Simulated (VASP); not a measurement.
Set up this calculation in VASP 6.6.1, as the native input.

| Quantity | Value |
| --- | --- |
| Task | single point |
| Functional | PBE |
| Potentials or basis | VASP PAW PBE potentials, release 64 (Bi_d, Ag, Cs_sv, Br) |
| Cutoff | 520 eV |
| k mesh | 4 × 4 × 4 |
| Occupations | fermi-dirac, width 0.0232 eV |
| Spin | no spin polarisation |
| Dipole correction | no |
| Further INCAR settings | ALGO = Normal; EDIFF = 1e-06; NBANDS = 54 |

The structure of Cs2AgBiBr6 lies in POSCAR:

```
Cs2AgBiBr6
1.0
    0.0000000000      5.6729160000      5.6729160000
    5.6729160000      0.0000000000      5.6729160000
    5.6729160000      5.6729160000      0.0000000000
Bi Ag Cs Br
1 1 2 6
Direct
    0.0000000000      0.0000000000      0.0000000000
    0.5000000000      0.5000000000      0.5000000000
    0.2500000000      0.2500000000      0.2500000000
    0.7500000000      0.7500000000      0.7500000000
    0.2505500000      0.7494500000      0.2505500000
    0.2505500000      0.7494500000      0.7494500000
    0.7494500000      0.2505500000      0.7494500000
    0.7494500000      0.2505500000      0.2505500000
    0.2505500000      0.2505500000      0.7494500000
    0.7494500000      0.7494500000      0.2505500000
```

The input as run:

INCAR

```
SYSTEM = Cs2AgBiBr6
PREC     = Accurate       ! precision mode
ENCUT    = 520            ! plane-wave cutoff, eV
EDIFF    = 1E-6           ! SCF threshold, eV
ISMEAR   = -1             ! smearing method
SIGMA    = 0.0232         ! smearing width, eV
LREAL    = .False.        ! projectors in reciprocal space
LASPH    = .True.         ! aspherical terms in the spheres
NELM     = 60             ! most SCF steps
ALGO     = Normal         ! electronic algorithm
ISIF     = 2              ! what is computed and relaxed
LWAVE    = .False.        ! write WAVECAR
LCHARG   = .True.         ! write CHGCAR
GGA      = PE             ! functional
LELF     = .True.         ! ELF
LVHAR    = .True.       
NBANDS   = 54             ! bands
```

KPOINTS

```
regular mesh
0
Gamma
  4 4 4
  0 0 0
```

Potentials or basis: VASP PAW PBE potentials, release 64 (Bi_d, Ag, Cs_sv, Br).

Run with:

```console
$ cat potpaw_PBE.64/Bi_d/POTCAR potpaw_PBE.64/Ag/POTCAR potpaw_PBE.64/Cs_sv/POTCAR potpaw_PBE.64/Br/POTCAR > POTCAR
$ mpirun -np 1 vasp_std > vasp.out
```

It gave:

| Property | Result |
| --- | --- |
| Pressure | 1.0 GPa |
| Largest force | 0.188 eV/Å |
| Band gap on the k mesh | 1.31 eV (least direct gap 2.45 eV) |

Caveat: spin-orbit coupling is left out, which moves the levels of the heavy elements.

It took 5.7 min on 1 thread of Intel(R) Xeon(R) Platinum 8259CL CPU @ 2.50GHz (Skylake/Cascade Lake) (shared host), peak memory 0.6 GiB.
